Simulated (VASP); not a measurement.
A run of VASP 6.6.1 is set up as follows.

The input POSCAR:

```
CsBr
1.0
    4.2860000000      0.0000000000      0.0000000000
    0.0000000000      4.2860000000      0.0000000000
    0.0000000000      0.0000000000      4.2860000000
Cs Br
1 1
Direct
    0.0000000000      0.0000000000      0.0000000000
    0.5000000000      0.5000000000      0.5000000000
```

Contents of INCAR.step1:

```
SYSTEM = CsBr
  ALGO = Normal
  EDIFF = 1E-8
  ENCUT = 500
  GGA = PS
  ISMEAR = 0
  LASPH = .True.
  LCHARG = .False.
  LREAL = .False.
  LWAVE = .True.
  NELM = 80
  PREC = Accurate
  SIGMA = 0.01
```

File INCAR.step2:

```
SYSTEM = CsBr
  ALGO = Exact
  EDIFF = 1E-8
  ENCUT = 500
  GGA = PS
  ISMEAR = 0
  ISTART = 1
  LASPH = .True.
  LCHARG = .False.
  LOPTICS = .True.
  LREAL = .False.
  LWAVE = .True.
  NBANDS = 108
  NELM = 1
  PREC = Accurate
  SIGMA = 0.01
```

Contents of INCAR.step3:

```
SYSTEM = CsBr
  ALGO = EVGW0
  EDIFF = 1E-8
  ENCUT = 500
  ENCUTGW = 150.0
  GGA = PS
  ISMEAR = 0
  ISTART = 1
  LASPH = .True.
  LCHARG = .False.
  LREAL = .False.
  LWAVE = .False.
  NBANDS = 108
  NBANDSGW = 16
  NELMGW = 1
  NOMEGA = 96
  OMEGAMAX = 30
  PREC = Accurate
  PRECFOCK = Fast
  SIGMA = 0.01
```

KPOINTS

```
k-points
0
Gamma
  3 3 3
  0 0 0
```

Potentials or basis: VASP PAW PBE potentials, release 64 (Cs_sv_GW, Br_GW).

Launch:

```console
$ cat potpaw_PBE.64/Cs_sv_GW/POTCAR potpaw_PBE.64/Br_GW/POTCAR > POTCAR
$ cp INCAR.step1 INCAR
$ mpirun -np 1 vasp_std > vasp.out
$ cp INCAR.step2 INCAR
$ mpirun -np 1 vasp_std > vasp.out
$ cp INCAR.step3 INCAR
$ mpirun -np 1 vasp_std > vasp.out
```

Task: What does it give for the quasiparticle gap?

Result: 6.58 eV.

Task: Predict the least direct quasiparticle gap.

Result: 6.58 eV.

Task: What does it give for the least direct gap of the starting levels on the mesh?

Result: 4.33 eV.

Caveat: the k points lie up to 0.49 Å⁻¹ apart; bands, screening cutoff and mesh are small and nothing is extrapolated, so the quasiparticle values aren't converged; spin-orbit coupling is left out, which moves the levels of the heavy elements.
